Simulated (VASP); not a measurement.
# BaTe in VASP: further runs

BaTe is run at these levels: PBE; tasks: single point.

Everything below comes from runs of VASP 6.6.1. Logs are shortened: lines on timing, memory, paths and dates and some standing lists are left out, and cuts for length are marked.

### 1 The cell of the first run

Symmetry: Fm-3m, No. 225, cubic system. Conventional cell: a = 7.065 Å, b = 7.065 Å, c = 7.065 Å, α = 90.00°, β = 90.00°, γ = 90.00°. Ba (site symmetry m-3m) has 6 Te at 3.53 Å within 4.6 Å. Te (site symmetry m-3m) has 6 Ba at 3.53 Å within 4.6 Å.

### 2 Single point, PBE

Input file INCAR:

```
SYSTEM = BaTe
ALGO = Normal ; EDIFF = 1E-6
ENCUT = 520 ; GGA = PE
ISIF = 2 ; ISMEAR = 0
LASPH = .True. ; LCHARG = .False.
LREAL = .False. ; LWAVE = .False.
NBANDS = 15 ; NELM = 60
PREC = Accurate ; SIGMA = 0.01
```

Input file KPOINTS:

```
k-points
0
Gamma
  4 4 4
  0 0 0
```

Input file POSCAR:

```
BaTe
1.0
    0.0000000000      3.5323868426      3.5323868426
    3.5323868426      0.0000000000      3.5323868426
    3.5323868426      3.5323868426      0.0000000000
Ba Te
1 1
Direct
    0.0000000000      0.0000000000      0.0000000000
    0.5000000000      0.5000000000      0.5000000000
```

Potentials or basis: VASP PAW PBE potentials, release 64 (Ba_sv, Te).

Run with:

```bash
cat potpaw_PBE.64/Ba_sv/POTCAR potpaw_PBE.64/Te/POTCAR > POTCAR
mpirun -np 1 vasp_std > vasp.out
```

OUTCAR:

```text
SYSTEM = BaTe
   EDIFF = 1E-6
   ENCUT = 520
   GGA = PE
   ISIF = 2
   ISMEAR = 0
   LASPH = .True.
   LREAL = .False.
   NELM = 60
   PREC = Accurate

 ion  position               nearest neighbor table
   1  0.000  0.000  0.000-   2 3.53   2 3.53   2 3.53   2 3.53   2 3.53   2 3.53
   2  0.500  0.500  0.500-   1 3.53   1 3.53   1 3.53   1 3.53   1 3.53   1 3.53

  LATTYP: Found a face centered cubic cell.
 ALAT       =     7.0647736852

  Lattice vectors:

 A1 = (   0.0000000000,   3.5323868426,   3.5323868426)
 A2 = (   3.5323868426,   0.0000000000,   3.5323868426)
 A3 = (   3.5323868426,   3.5323868426,   0.0000000000)

Analysis of symmetry for initial positions (statically):
=====================================================================
 Subroutine PRICEL returns:
 Original cell was already a primitive cell.

 Routine SETGRP: Setting up the symmetry group for a
 face centered cubic supercell.

 Subroutine GETGRP returns: Found 48 space group operations
 (whereof 48 operations were pure point group operations)
 out of a pool of 48 trial point group operations.

The static configuration has the point symmetry O_h .

Analysis of symmetry for dynamics (positions and initial velocities):
=====================================================================
 Subroutine PRICEL returns:
 Original cell was already a primitive cell.

 Routine SETGRP: Setting up the symmetry group for a
 face centered cubic supercell.

 Subroutine GETGRP returns: Found 48 space group operations
 (whereof 48 operations were pure point group operations)
 out of a pool of 48 trial point group operations.

The dynamic configuration has the point symmetry O_h .

 Subroutine INISYM returns: Found 48 space group operations
 (whereof 48 operations are pure point group operations),
 and found     1 'primitive' translations

----------------------------------------------------------------------------------------

                                     Primitive cell

  volume of cell :      88.1525

  direct lattice vectors                    reciprocal lattice vectors
     0.000000000  3.532386843  3.532386843    -0.141547351  0.141547351  0.141547351
     3.532386843  0.000000000  3.532386843     0.141547351 -0.141547351  0.141547351
     3.532386843  3.532386843  0.000000000     0.141547351  0.141547351 -0.141547351

  length of vectors
     4.995549380  4.995549380  4.995549380     0.245167203  0.245167203  0.245167203

  position of ions in fractional coordinates (direct lattice)
     0.000000000  0.000000000  0.000000000
     0.500000000  0.500000000  0.500000000

  ion indices of the primitive-cell ions
   primitive index   ion index
                 1           1
                 2           2

----------------------------------------------------------------------------------------

 KPOINTS: k-points

Automatic generation of k-mesh.
 Grid dimensions read from file:
 generate k-points for:    4    4    4

 Generating k-lattice:

  Cartesian coordinates                     Fractional coordinates (reciprocal lattice)
    -0.035386838  0.035386838  0.035386838     0.250000000  0.000000000  0.000000000
     0.035386838 -0.035386838  0.035386838     0.000000000  0.250000000  0.000000000
     0.035386838  0.035386838 -0.035386838     0.000000000  0.000000000  0.250000000

  Length of vectors
     0.061291801  0.061291801  0.061291801

  Shift w.r.t. Gamma in fractional coordinates (k-lattice)
     0.000000000  0.000000000  0.000000000

 Subroutine IBZKPT returns following result:
 ===========================================

 Found      8 irreducible k-points:

 Following reciprocal coordinates:
            Coordinates               Weight
  0.000000  0.000000  0.000000      1.000000
  0.250000  0.000000  0.000000      8.000000
  0.500000  0.000000  0.000000      4.000000
  0.250000  0.250000  0.000000      6.000000
  0.500000  0.250000  0.000000     24.000000
 -0.250000  0.250000  0.000000     12.000000
  0.500000  0.500000  0.000000      3.000000
 -0.250000  0.500000  0.250000      6.000000
   k-points           NKPTS =      8   k-points in BZ     NKDIM =      8   number of bands    NBANDS=     15
   number of dos      NEDOS =    301   number of ions     NIONS =      2
   total plane-waves  NPLWV =  64000
   dimension x,y,z NGX =    40 NGY =   40 NGZ =   40
   dimension x,y,z NGXF=    80 NGYF=   80 NGZF=   80
   ions per type =               1   1
   NGX,Y,Z   is equivalent  to a cutoff of  13.31, 13.31, 13.31 a.u.
   NGXF,Y,Z  is equivalent  to a cutoff of  26.62, 26.62, 26.62 a.u.
 SYSTEM =  BaTe
   PREC   = accura    normal or accurate (medium, high low for compatibility)
   ISTART =      0    job   : 0-new  1-cont  2-samecut
   ICHARG =      2    charge: 1-file 2-atom 10-const
   ISPIN  =      1    spin polarized calculation?
   LNONCOLLINEAR =      F non collinear calculations
   LSORBIT =      F    spin-orbit coupling
   LASPH  =      T    aspherical Exc in radial PAW
   ENCUT  =  520.0 eV  38.22 Ry    6.18 a.u.   9.29  9.29  9.29*2*pi/ulx,y,z
   NELM   =     60;   NELMIN=  2; NELMDL= -5     # of ELM steps
   EDIFF  = 0.1E-05   stopping-criterion for ELM
   LREAL  =      F    real-space projection
   EDIFFG = 0.1E-04   stopping-criterion for IOM
   NSW    =      0    number of steps for IOM
   IBRION =     -1    ionic relax: 0-MD 1-quasi-New 2-CG
   NFREE  =      0    steps in history (QN), initial steepest desc. (CG)
   ISIF   =      2    stress and relaxation
   ISYM   =      2    0-nonsym 1-usesym 2-fastsym
   POTIM  = 0.5000    time-step for ionic-motion
   TEBEG  =    0.0;   TEEND  =   0.0 temperature during run
   PSTRESS=    0.0 pullay stress
   NELECT =      16.0000    total number of electrons
   NUPDOWN=      -1.0000    fix difference up-down
   EMIN   =  10.00;   EMAX   =-10.00  energy-range for DOS
   EFERMI =   0.00;   METHOD = LEGACY
   ISMEAR =     0;   SIGMA  =   0.01  broadening in eV -4-tet -1-fermi 0-gaus
   EFERMI_NEDOS =   21; number of points for ismear=-14 and -15
   IALGO  =     38    algorithm
   IMIX   =      4    mixing-type and parameters
     AMIX     =   0.40;   BMIX     =  1.00
     AMIX_MAG =   1.60;   BMIX_MAG =  1.00
  volume/ion in A,a.u.               =      44.08       297.44
  Fermi-wavevector in a.u.,A,eV,Ry     =   0.926908  1.751602 11.689557  0.859158
  Thomas-Fermi vector in A             =   2.052921
   LORBIT       =      0    0 simple, 1 ext, 2 COOP (PROOUT), +10 PAW based schemes
   GGA     = PE    functional components
   LHFCALC =     F    Hartree Fock is set to
   AEXX    =    0.0000 exact exchange contribution
   IVDW    =     0    specifies the selected vdW correction
   LEPSILON=     F    determine dielectric tensor
   LRPA    =     F    only Hartree local field effects (RPA)
 non-spin polarized calculation
 Gauss-broadening in eV      SIGMA  =   0.01
  energy-cutoff  :      520.00
  volume of cell :       88.15
 maximum number of plane-waves:      2421
 NGX is ok and might be reduce to    40
   NGX = 19   NGY = 19   NGZ = 19

 number of electron      16.0000000 magnetization

 Free energy of the ion-electron system (eV)
  ---------------------------------------------------
  ext. energy  EPLUGINS =         0.00000000
  ---------------------------------------------------
  free energy    TOTEN  =        -8.61980836 eV

  energy without entropy =       -8.61980836  energy(sigma->0) =       -8.61980836

 E-fermi :   2.2147     XC(G=0):  -8.1331

 val. band max:        2.1130740147   @ k =   0.0000   0.0000   0.0000
 cond. band min:       3.6848186124   @ k =   0.5000   0.5000   0.0000
 fundamental gap:      1.5717445976
 Fermi energy:         2.2146502565

 k-point     1 :       0.0000    0.0000    0.0000
  band No.  band energies     occupation
      1     -24.9910      2.00000
      2     -10.1354      2.00000
      3     -10.1354      2.00000
      4     -10.1354      2.00000
      5      -7.3658      2.00000
      6       2.1131      2.00000
      7       2.1131      2.00000
      8       2.1131      2.00000
      9       4.9142      0.00000
     10       5.0476      0.00000
     11       5.0476      0.00000
     12       5.0476      0.00000
     13       5.6353      0.00000
     14       5.6353      0.00000
     15       9.0931      0.00000

 k-point     2 :       0.2500    0.0000    0.0000
  band No.  band energies     occupation
      1     -24.9853      2.00000
      2     -10.3322      2.00000
      3     -10.1409      2.00000
      4     -10.1409      2.00000
      5      -7.0292      2.00000
      6       0.7882      2.00000
      7       1.4748      2.00000
      8       1.4748      2.00000
      9       5.2191      0.00000
     10       5.7391      0.00000
     11       5.7391      0.00000
     12       6.8085      0.00000
     13       7.1065      0.00000
     14       7.1065      0.00000
     15      10.2745      0.00000

 k-point     3 :       0.5000    0.0000    0.0000
  band No.  band energies     occupation
      1     -24.9797      2.00000
      2     -10.4999      2.00000
      3     -10.1464      2.00000
      4     -10.1464      2.00000
      5      -6.7062      2.00000
      6      -0.0517      2.00000
      7       1.0367      2.00000
      8       1.0367      2.00000
      9       6.2628      0.00000
     10       6.7946      0.00000
     11       6.9327      0.00000
     12       6.9327      0.00000
     13       8.9947      0.00000
     14       8.9947      0.00000
     15       9.3889      0.00000
[... 55 lines left out ...]
 k-point     7 :       0.5000    0.5000    0.0000
  band No.  band energies     occupation
      1     -24.9760      2.00000
      2     -10.3205      2.00000
      3     -10.2097      2.00000
      4     -10.2097      2.00000
      5      -7.1662      2.00000
      6       0.9874      2.00000
      7       1.7298      2.00000
      8       1.7298      2.00000
      9       3.6848      0.00000
     10       6.4887      0.00000
     11       6.6342      0.00000
     12       7.5720      0.00000
     13       7.7479      0.00000
     14       7.7479      0.00000
     15       9.8102      0.00000

 k-point     8 :      -0.2500    0.5000    0.2500
  band No.  band energies     occupation
      1     -24.9760      2.00000
      2     -10.2652      2.00000
      3     -10.2652      2.00000
      4     -10.2652      2.00000
      5      -6.9890      2.00000
      6       0.8802      2.00000
      7       1.1818      2.00000
      8       1.1818      2.00000
      9       5.6113      0.00000
     10       5.6113      0.00000
     11       6.8479      0.00000
     12       7.1313      0.00000
     13       7.7588      0.00000
     14      10.0279      0.00000
     15      10.1580      0.00000

------------------------ aborting loop because EDIFF is reached ----------------------------------------

  FORCE on cell =-STRESS in cart. coord.  units (eV):
  Direction    XX          YY          ZZ          XY          YZ          ZX
  --------------------------------------------------------------------------------------
  -------------------------------------------------------------------------------------
  Total        0.1936641      0.1936641      0.1936641      0.0000000      0.0000000     -0.0000000
  in kB        3.5198555      3.5198555      3.5198555      0.0000000      0.0000000     -0.0000000
  external PRESSURE =       3.5198555 kB  Pullay stress =       0.0000000 kB

 VOLUME and BASIS-vectors are now :
 -----------------------------------------------------------------------------
  energy-cutoff  :      520.00
  volume of cell :       88.15
      direct lattice vectors                 reciprocal lattice vectors
     0.000000000  3.532386843  3.532386843    -0.141547351  0.141547351  0.141547351
     3.532386843  0.000000000  3.532386843     0.141547351 -0.141547351  0.141547351
     3.532386843  3.532386843  0.000000000     0.141547351  0.141547351 -0.141547351

 POSITION                                       TOTAL-FORCE (eV/Angst)
 -----------------------------------------------------------------------------------
      0.00000      0.00000      0.00000         0.000000      0.000000      0.000000
      3.53239      3.53239      3.53239        -0.000000      0.000000     -0.000000
 -----------------------------------------------------------------------------------
    total drift:                                0.000000     -0.000000     -0.000000

  FREE ENERGIE OF THE ION-ELECTRON SYSTEM (eV)
  ---------------------------------------------------
  free  energy   TOTEN  =        -8.6198083570 eV

  energy  without entropy=       -8.6198083570  energy(sigma->0) =       -8.61980836
```

Wall time 8.2 s (1 thread of Intel Xeon 6975P-C (Granite Rapids), shared host); peak memory 0.23 GiB.

What came out:

```
Free energy            : -8.6198 eV
Pressure               : 0.4 GPa
Band gap on the k mesh : 1.57 eV (least direct gap 1.96 eV)
```

Caveat: spin-orbit coupling is left out, which moves the levels of the heavy elements. A k mesh can miss the band edges.

### 3 Single point, PBE (strain +3.0%)

Input file INCAR:

```
SYSTEM = BaTe
  ALGO = Normal
  EDIFF = 1E-7
  ENCUT = 520
  GGA = PE
  ISIF = 2
  ISMEAR = 0
  LASPH = .True.
  LCHARG = .False.
  LREAL = .False.
  LWAVE = .False.
  NBANDS = 15
  NELM = 100
  PREC = Accurate
  SIGMA = 0.01
```

KPOINTS is that of step 2.

Input file POSCAR:

```
BaTe
1.0
    0.0000000000      3.6383584479      3.6383584479
    3.6383584479      0.0000000000      3.6383584479
    3.6383584479      3.6383584479      0.0000000000
Ba Te
1 1
Direct
    0.0000000000      0.0000000000      0.0000000000
    0.5000000000      0.5000000000      0.5000000000
```

Potentials or basis: VASP PAW PBE potentials, release 64 (Ba_sv, Te).

Run with:

```bash
cat potpaw_PBE.64/Ba_sv/POTCAR potpaw_PBE.64/Te/POTCAR > POTCAR
mpirun -np 1 vasp_std > vasp.out
```

Run time: 9.8 s. Hardware: 1 thread of Intel Xeon 6975P-C (Granite Rapids), shared host; peak memory 0.23 GiB.

The run converged. Its results:

```yaml
Free_energy: -8.5775 eV
Pressure: -1.8 GPa
Band_gap_on_the_k_mesh: 1.73 eV (least direct gap 2.11 eV)
```

Levels at points of the mesh, in eV from the valence-band top:
```tsv
k point	band 5	band 6	band 7	band 8	band 9	band 10	band 11	band 12
(0.00, 0.00, 0.00)	-9.30	0.00	0.00	0.00	2.48	2.96	2.96	2.96
(0.50, 0.00, 0.00)	-8.84	-1.94	-0.92	-0.92	4.02	4.46	4.61	4.61
(0.50, 0.50, 0.00)	-9.13	-1.08	-0.37	-0.37	1.73	4.15	4.22	5.07
```

Caveat: the cell differs from its parent crystal (strain +3.0%); spin-orbit coupling is left out, which moves the levels of the heavy elements. A k mesh can miss the band edges.

### 4 Single point, PBE (strain along [111] +1.5%)

Input file INCAR:

```
SYSTEM = BaTe
ALGO     = Normal         ! electronic algorithm
EDIFF    = 1E-7           ! SCF threshold, eV
ENCUT    = 520            ! plane-wave cutoff, eV
GGA      = PE             ! functional
ISIF     = 2              ! what is computed and relaxed
ISMEAR   = 0              ! smearing method
LASPH    = .TRUE.         ! aspherical terms in the spheres
LCHARG   = .FALSE.        ! write CHGCAR
LREAL    = .FALSE.        ! projectors in reciprocal space
LWAVE    = .FALSE.        ! write WAVECAR
NBANDS   = 15             ! bands
NELM     = 100            ! most SCF steps
PREC     = Accurate       ! precision mode
SIGMA    = 0.01           ! smearing width, eV
```

Input file KPOINTS:

```
k-points
0
G
  4 4 4
  0 0 0
```

Input file POSCAR:

```
BaTe
1.0
    0.0353238684      3.5677107110      3.5677107110
    3.5677107110      0.0353238684      3.5677107110
    3.5677107110      3.5677107110      0.0353238684
Ba Te
1 1
Direct
    0.0000000000      0.0000000000      0.0000000000
    0.5000000000      0.5000000000      0.5000000000
```

Run with:

```bash
cat potpaw_PBE.64/Ba_sv/POTCAR potpaw_PBE.64/Te/POTCAR > POTCAR
mpirun -np 1 vasp_std > vasp.out
```

Wall time 13 s (1 thread of Intel Xeon 6975P-C (Granite Rapids), shared host); peak memory 0.23 GiB.

The run converged. Its results:

```yaml
Free_energy: -8.6200 eV
Pressure: -0.1 GPa
Band_gap_on_the_k_mesh: 1.58 eV (least direct gap 1.96 eV)
```

Stress tensor (GPa, compression positive):
```
-0.08 -0.12 -0.12
-0.12 -0.08 -0.12
-0.12 -0.12 -0.08
```

Levels at points of the mesh, in eV from the valence-band top:
```csv
k point,band 6,band 7,band 8,band 9,band 10,band 11
"(0.00, 0.00, 0.00)",-0.05,0.00,0.00,2.71,2.88,2.96
"(0.50, 0.00, 0.00)",-2.14,-1.10,-1.05,4.11,4.59,4.78
"(0.50, 0.50, 0.00)",-1.14,-0.42,-0.38,1.58,4.33,4.44
"(0.50, 0.50, 0.50)",-2.15,-1.03,-1.03,4.13,4.60,4.73
```

Caveat: the cell differs from its parent crystal (strain along [111] +1.5%); spin-orbit coupling is left out, which moves the levels of the heavy elements. A k mesh can miss the band edges.

### 5 The runs side by side

| cell | gap on the mesh (eV) | pressure (GPa) |
| --- | --- | --- |
| a = 4.996 Å, angles 60.0°, 2 atoms | 1.57 | 0.4 |
| a = 5.145 Å, angles 60.0°, 2 atoms | 1.73 | -1.8 |
| a = 5.046 Å, angles 59.3°, 2 atoms | 1.58 | -0.1 |

Alike in all rows: task single point; level PBE; potentials or basis VASP PAW PBE potentials, release 64 (Ba_sv, Te); no spin polarisation; k mesh 4 × 4 × 4; cutoff (eV) 520; smearing gaussian 0.01 eV.

Caveats: spin-orbit coupling is left out, which moves the levels of the heavy elements.

Absolute energies hang on the potentials; compare differences alone.
